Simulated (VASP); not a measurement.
# Na in VASP: notebook

Na is run at these levels: PBE, r2SCAN; tasks: single point.

Everything below comes from runs of VASP 6.6.1. Logs are shortened: lines on timing, memory, paths and dates and some standing lists are left out, and cuts for length are marked.

**1. The cell of the first run**

Symmetry: Pm-3m, No. 221, cubic system. Conventional cell: a = 6.761 Å, b = 6.761 Å, c = 6.761 Å, α = 90.00°, β = 90.00°, γ = 90.00°.

This isn't the form of Na at room conditions, which is bcc.

**2. Single point, PBE (strained)**

File INCAR:

```
PREC = Accurate
ENCUT = 520
EDIFF = 1E-7
ISMEAR = 0
SIGMA = 0.1
LREAL = False
LASPH = True
NELM = 100
ALGO = Normal
ISIF = 2
LWAVE = False
LCHARG = False
GGA = PE
NBANDS = 10
```

File KPOINTS:

```
Automatic mesh
0
Gamma
  6 6 6
```

File POSCAR:

```
Na
1.0
    6.7614424070      0.0000000000      0.0000000000
    0.0000000000      6.7614424070      0.0000000000
    0.0000000000      0.0000000000      6.7614424070
Na
1
Direct
    0.0000000000      0.0000000000      0.0000000000
```

Potentials or basis: VASP PAW PBE potentials, release 64 (Na_pv).

On the command line:

```sh
> cat potpaw_PBE.64/Na_pv/POTCAR > POTCAR
> mpirun -np 1 vasp_std > vasp.out
```

OUTCAR:

```text
PREC = Accurate
   ENCUT = 520
   EDIFF = 1E-7
   ISMEAR = 0
   LREAL = False
   LASPH = True
   NELM = 100
   ISIF = 2
   GGA = PE

 ion  position               nearest neighbor table
   1  0.000  0.000  0.000-

  LATTYP: Found a simple cubic cell.
 ALAT       =     6.7614424070

  Lattice vectors:

 A1 = (   6.7614424070,   0.0000000000,   0.0000000000)
 A2 = (   0.0000000000,   6.7614424070,   0.0000000000)
 A3 = (   0.0000000000,   0.0000000000,   6.7614424070)

Analysis of symmetry for initial positions (statically):
=====================================================================
 Subroutine PRICEL returns:
 Original cell was already a primitive cell.

 Routine SETGRP: Setting up the symmetry group for a
 simple cubic supercell.

 Subroutine GETGRP returns: Found 48 space group operations
 (whereof 48 operations were pure point group operations)
 out of a pool of 48 trial point group operations.

The static configuration has the point symmetry O_h .

Analysis of symmetry for dynamics (positions and initial velocities):
=====================================================================
 Subroutine PRICEL returns:
 Original cell was already a primitive cell.

 Routine SETGRP: Setting up the symmetry group for a
 simple cubic supercell.

 Subroutine GETGRP returns: Found 48 space group operations
 (whereof 48 operations were pure point group operations)
 out of a pool of 48 trial point group operations.

The dynamic configuration has the point symmetry O_h .

 Subroutine INISYM returns: Found 48 space group operations
 (whereof 48 operations are pure point group operations),
 and found     1 'primitive' translations

----------------------------------------------------------------------------------------

                                     Primitive cell

  volume of cell :     309.1136

  direct lattice vectors                    reciprocal lattice vectors
     6.761442407  0.000000000  0.000000000     0.147897437  0.000000000  0.000000000
     0.000000000  6.761442407  0.000000000     0.000000000  0.147897437  0.000000000
     0.000000000  0.000000000  6.761442407     0.000000000  0.000000000  0.147897437

  length of vectors
     6.761442407  6.761442407  6.761442407     0.147897437  0.147897437  0.147897437

  position of ions in fractional coordinates (direct lattice)
     0.000000000  0.000000000  0.000000000

  ion indices of the primitive-cell ions
   primitive index   ion index
                 1           1

----------------------------------------------------------------------------------------

 KPOINTS: Automatic mesh

Automatic generation of k-mesh.
 Grid dimensions read from file:
 generate k-points for:    6    6    6

 Generating k-lattice:

  Cartesian coordinates                     Fractional coordinates (reciprocal lattice)
     0.024649573  0.000000000  0.000000000     0.166666667  0.000000000  0.000000000
     0.000000000  0.024649573  0.000000000     0.000000000  0.166666667  0.000000000
     0.000000000  0.000000000  0.024649573     0.000000000  0.000000000  0.166666667

  Length of vectors
     0.024649573  0.024649573  0.024649573

  Shift w.r.t. Gamma in fractional coordinates (k-lattice)
     0.000000000  0.000000000  0.000000000

 Subroutine IBZKPT returns following result:
 ===========================================

 Found     20 irreducible k-points:

 Following reciprocal coordinates:
            Coordinates               Weight
  0.000000  0.000000  0.000000      1.000000
  0.166667  0.000000  0.000000      6.000000
  0.333333  0.000000  0.000000      6.000000
  0.500000  0.000000  0.000000      3.000000
  0.166667  0.166667  0.000000     12.000000
  0.333333  0.166667  0.000000     24.000000
[... 12 lines left out ...]
  0.500000  0.500000  0.333333      6.000000
  0.500000  0.500000  0.500000      1.000000
   k-points           NKPTS =     20   k-points in BZ     NKDIM =     20   number of bands    NBANDS=     10
   number of dos      NEDOS =    301   number of ions     NIONS =      1
   total plane-waves  NPLWV = 125000
   dimension x,y,z NGX =    50 NGY =   50 NGZ =   50
   dimension x,y,z NGXF=   100 NGYF=  100 NGZF=  100
   ions per type =               1
   NGX,Y,Z   is equivalent  to a cutoff of  12.29, 12.29, 12.29 a.u.
   NGXF,Y,Z  is equivalent  to a cutoff of  24.59, 24.59, 24.59 a.u.
 SYSTEM =  unknown system
   PREC   = accura    normal or accurate (medium, high low for compatibility)
   ISTART =      0    job   : 0-new  1-cont  2-samecut
   ICHARG =      2    charge: 1-file 2-atom 10-const
   ISPIN  =      1    spin polarized calculation?
   LNONCOLLINEAR =      F non collinear calculations
   LSORBIT =      F    spin-orbit coupling
   LASPH  =      T    aspherical Exc in radial PAW
   ENCUT  =  520.0 eV  38.22 Ry    6.18 a.u.  12.57 12.57 12.57*2*pi/ulx,y,z
   NELM   =    100;   NELMIN=  2; NELMDL= -5     # of ELM steps
   EDIFF  = 0.1E-06   stopping-criterion for ELM
   LREAL  =      F    real-space projection
   EDIFFG = 0.1E-05   stopping-criterion for IOM
   NSW    =      0    number of steps for IOM
   IBRION =     -1    ionic relax: 0-MD 1-quasi-New 2-CG
   NFREE  =      0    steps in history (QN), initial steepest desc. (CG)
   ISIF   =      2    stress and relaxation
   ISYM   =      2    0-nonsym 1-usesym 2-fastsym
   POTIM  = 0.5000    time-step for ionic-motion
   TEBEG  =    0.0;   TEEND  =   0.0 temperature during run
   PSTRESS=    0.0 pullay stress
   NELECT =       7.0000    total number of electrons
   NUPDOWN=      -1.0000    fix difference up-down
   EMIN   =  10.00;   EMAX   =-10.00  energy-range for DOS
   EFERMI =   0.00;   METHOD = LEGACY
   ISMEAR =     0;   SIGMA  =   0.10  broadening in eV -4-tet -1-fermi 0-gaus
   EFERMI_NEDOS =   21; number of points for ismear=-14 and -15
   IALGO  =     38    algorithm
   IMIX   =      4    mixing-type and parameters
     AMIX     =   0.40;   BMIX     =  1.00
     AMIX_MAG =   1.60;   BMIX_MAG =  1.00
  volume/ion in A,a.u.               =     309.11      2086.00
  Fermi-wavevector in a.u.,A,eV,Ry     =   0.463164  0.875253  2.918734  0.214521
  Thomas-Fermi vector in A             =   1.451180
   LORBIT       =      0    0 simple, 1 ext, 2 COOP (PROOUT), +10 PAW based schemes
   GGA     = PE    functional components
   LHFCALC =     F    Hartree Fock is set to
   AEXX    =    0.0000 exact exchange contribution
   IVDW    =     0    specifies the selected vdW correction
   LEPSILON=     F    determine dielectric tensor
   LRPA    =     F    only Hartree local field effects (RPA)
 non-spin polarized calculation
 Gauss-broadening in eV      SIGMA  =   0.10
  energy-cutoff  :      520.00
  volume of cell :      309.11
 maximum number of plane-waves:      8385
   NGX = 25   NGY = 25   NGZ = 25

 number of electron       6.9999984 magnetization

 Free energy of the ion-electron system (eV)
  ---------------------------------------------------
  ext. energy  EPLUGINS =         0.00000000
  ---------------------------------------------------
  free energy    TOTEN  =        -0.20317563 eV

  energy without entropy =       -0.18559720  energy(sigma->0) =       -0.19438642

 E-fermi :  -2.2994     XC(G=0):  -2.4991

 val. band max:       -2.3020597281   @ k =   0.3333   0.3333   0.0000
 cond. band min:      -2.2878126354   @ k =   0.5000   0.1667   0.1667
 fundamental gap:      0.0142470927
 Fermi energy:        -2.2993666354

 k-point     1 :       0.0000    0.0000    0.0000
  band No.  band energies     occupation
      1     -28.3828      2.00000
      2     -28.3828      2.00000
      3     -28.3828      2.00000
      4      -2.7537      2.00000
      5       0.5695      0.00000
      6       0.5695      0.00000
      7       0.5695      0.00000
      8       0.9344      0.00000
      9       1.2881      0.00000
     10       1.2881      0.00000

 k-point     2 :       0.1667    0.0000    0.0000
  band No.  band energies     occupation
      1     -28.3828      2.00000
      2     -28.3828      2.00000
      3     -28.3828      2.00000
      4      -2.6885      2.00000
      5      -0.1182      0.00000
      6       0.6290      0.00000
      7       0.6290      0.00000
      8       1.1253      0.00000
      9       1.3617      0.00000
     10       2.0386      0.00000

 k-point     3 :       0.3333    0.0000    0.0000
  band No.  band energies     occupation
      1     -28.3828      2.00000
      2     -28.3828      2.00000
      3     -28.3828      2.00000
      4      -2.5249      1.99858
      5      -0.7887      0.00000
      6       0.7754      0.00000
      7       0.7754      0.00000
      8       1.3640      0.00000
      9       1.5558      0.00000
     10       2.5625      0.00000

 k-point     4 :       0.5000    0.0000    0.0000
  band No.  band energies     occupation
      1     -28.3828      2.00000
      2     -28.3828      2.00000
      3     -28.3828      2.00000
      4      -2.4131      1.89221
      5      -1.0730      0.00000
      6       0.8716      0.00000
      7       0.8716      0.00000
      8       1.5756      0.00000
      9       1.7037      0.00000
     10       2.2370      0.00000
[... 170 lines left out ...]
 k-point    18 :       0.5000    0.3333    0.3333
  band No.  band energies     occupation
      1     -28.3828      2.00000
      2     -28.3828      2.00000
      3     -28.3828      2.00000
      4      -1.9812      0.00001
      5      -0.5610      0.00000
      6      -0.1814      0.00000
      7      -0.1387      0.00000
      8       0.9528      0.00000
      9       1.0912      0.00000
     10       1.5020      0.00000

 k-point    19 :       0.5000    0.5000    0.3333
  band No.  band energies     occupation
      1     -28.3828      2.00000
      2     -28.3828      2.00000
      3     -28.3828      2.00000
      4      -1.8809      0.00000
      5      -0.4289      0.00000
      6      -0.4289      0.00000
      7      -0.0417      0.00000
      8       0.7081      0.00000
      9       1.2115      0.00000
     10       1.2115      0.00000

 k-point    20 :       0.5000    0.5000    0.5000
  band No.  band energies     occupation
      1     -28.3828      2.00000
      2     -28.3828      2.00000
      3     -28.3828      2.00000
      4      -1.7830      0.00000
      5      -0.3060      0.00000
      6      -0.3060      0.00000
      7      -0.3060      0.00000
      8       0.9126      0.00000
      9       0.9126      0.00000
     10       0.9126      0.00000

------------------------ aborting loop because EDIFF is reached ----------------------------------------

  FORCE on cell =-STRESS in cart. coord.  units (eV):
  Direction    XX          YY          ZZ          XY          YZ          ZX
  --------------------------------------------------------------------------------------
  -------------------------------------------------------------------------------------
  Total       -0.3143058     -0.3143058     -0.3143058      0.0000000      0.0000000     -0.0000000
  in kB       -1.6290893     -1.6290893     -1.6290893      0.0000000      0.0000000     -0.0000000
  external PRESSURE =      -1.6290893 kB  Pullay stress =       0.0000000 kB

 VOLUME and BASIS-vectors are now :
 -----------------------------------------------------------------------------
  energy-cutoff  :      520.00
  volume of cell :      309.11
      direct lattice vectors                 reciprocal lattice vectors
     6.761442407  0.000000000  0.000000000     0.147897437  0.000000000  0.000000000
     0.000000000  6.761442407  0.000000000     0.000000000  0.147897437  0.000000000
     0.000000000  0.000000000  6.761442407     0.000000000  0.000000000  0.147897437

 POSITION                                       TOTAL-FORCE (eV/Angst)
 -----------------------------------------------------------------------------------
      0.00000      0.00000      0.00000         0.000000      0.000000      0.000000
 -----------------------------------------------------------------------------------
    total drift:                               -0.000000      0.000000      0.000000

  FREE ENERGIE OF THE ION-ELECTRON SYSTEM (eV)
  ---------------------------------------------------
  free  energy   TOTEN  =        -0.2031756323 eV

  energy  without entropy=       -0.1855972026  energy(sigma->0) =       -0.19438642
```

Wall time 23 s (1 thread of Intel Xeon 6975P-C (Granite Rapids), shared host); peak memory 0.36 GiB.

Results:

* Free energy: -0.2032 eV
* Pressure: -0.2 GPa
* Band gap on the k mesh: zero (an odd number of electrons rules out a gap without spin polarisation)

Caveat: the cell differs from its parent crystal (strained).

**3. Single point, PBE (strained)**

File INCAR:

```
SYSTEM = Na
ALGO = Fast
EDIFF = 1E-6
ENCUT = 520
GGA = PE
ISIF = 2
ISMEAR = 0
LASPH = .TRUE.
LCHARG = .FALSE.
LREAL = .FALSE.
LWAVE = .FALSE.
NBANDS = 10
NELM = 100
PREC = Accurate
SIGMA = 0.1
```

File KPOINTS:

```
k-points
0
G
  6 6 6
  0 0 0
```

File POSCAR:

```
Na
1.0
    7.0612689138      0.0000000000      0.0000000000
    0.0000000000      7.0612689138      0.0000000000
    0.0000000000      0.0000000000      7.0612689138
Na
1
Direct
    0.0000000000      0.0000000000      0.0000000000
```

Potentials or basis: VASP PAW PBE potentials, release 64 (Na_pv).

On the command line:

```sh
> cat potpaw_PBE.64/Na_pv/POTCAR > POTCAR
> mpirun -np 1 vasp_std > vasp.out
```

It took 28 s on 1 thread of Intel Xeon 6975P-C (Granite Rapids), shared host; peak memory 0.39 GiB.

Results (log left out):

```
Free energy            : -0.1663 eV
Pressure               : -0.1 GPa
Band gap on the k mesh : zero (an odd number of electrons rules out a gap without spin polarisation)
```

Levels at points of the mesh, in eV from the Fermi level:
```csv
k point,band 1,band 2,band 3,band 4,band 5,band 6,band 7,band 8
"(0.00, 0.00, 0.00)",-26.06,-26.06,-26.06,-0.37,2.74,2.74,2.74,3.06
"(0.50, 0.00, 0.00)",-26.06,-26.06,-26.06,-0.10,1.31,2.99,2.99,3.67
"(0.50, 0.50, 0.00)",-26.06,-26.06,-26.06,0.16,1.66,1.66,2.72,3.21
"(0.50, 0.50, 0.50)",-26.06,-26.06,-26.06,0.40,1.97,1.97,1.97,3.19
```

Caveat: the cell differs from its parent crystal (strained).

(Part 1 of 3 ends here.)
